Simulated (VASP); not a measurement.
Set up this calculation in VASP 6.6.1, as the native input.

```
Task                   : single point
Functional             : PBE
Potentials or basis    : VASP PAW PBE potentials, release 64 (Mo_sv)
Cutoff                 : 520 eV
k mesh                 : 20 × 20 × 20
Occupations            : gaussian, width 0.15 eV
Spin                   : no spin polarisation
Dipole correction      : no
Further INCAR settings : ALGO = Fast; EDIFF = 1e-06; NBANDS = 13
```

The structure of Mo lies in POSCAR:

```
Mo
1.0
   -0.1100565412      2.0010280217      2.1511051233
    1.8909714805      0.0000000000      2.0410485821
    2.0010280217      2.0010280217     -0.1100565412
Mo
1
Direct
    0.0000000000      0.0000000000      0.0000000000
```

This cell differs from its parent crystal: engineering shear strain xz -0.1100, normal strain along z +0.0750.

These files were run (other wordings do the same):

INCAR

```
SYSTEM = Mo
PREC = Accurate
ENCUT = 520
EDIFF = 1E-6
ISMEAR = 0
SIGMA = 0.15
LREAL = .FALSE.
LASPH = .TRUE.
NELM = 100
ALGO = Fast
ISIF = 2
LWAVE = .FALSE.
LCHARG = .FALSE.
GGA = PE
NBANDS = 13
```

KPOINTS

```
regular mesh
0
G
  20 20 20
  0 0 0
```

Potentials or basis: VASP PAW PBE potentials, release 64 (Mo_sv).

Command:

```console
$ cat potpaw_PBE.64/Mo_sv/POTCAR > POTCAR
$ mpirun -np 1 vasp_std > vasp.out
```

It gave:

```yaml
Pressure: -12.8 GPa
Band_gap_on_the_k_mesh: zero (band 7 reaches 14.30 eV, above the bottom of band 8 at 10.30 eV)
```

Caveat: the cell differs from its parent crystal (engineering shear strain xz -0.1100, normal strain along z +0.0750).

Run time: 3.7 min on 1 thread of Intel Xeon 6975P-C (shared host), peak memory 0.52 GiB.
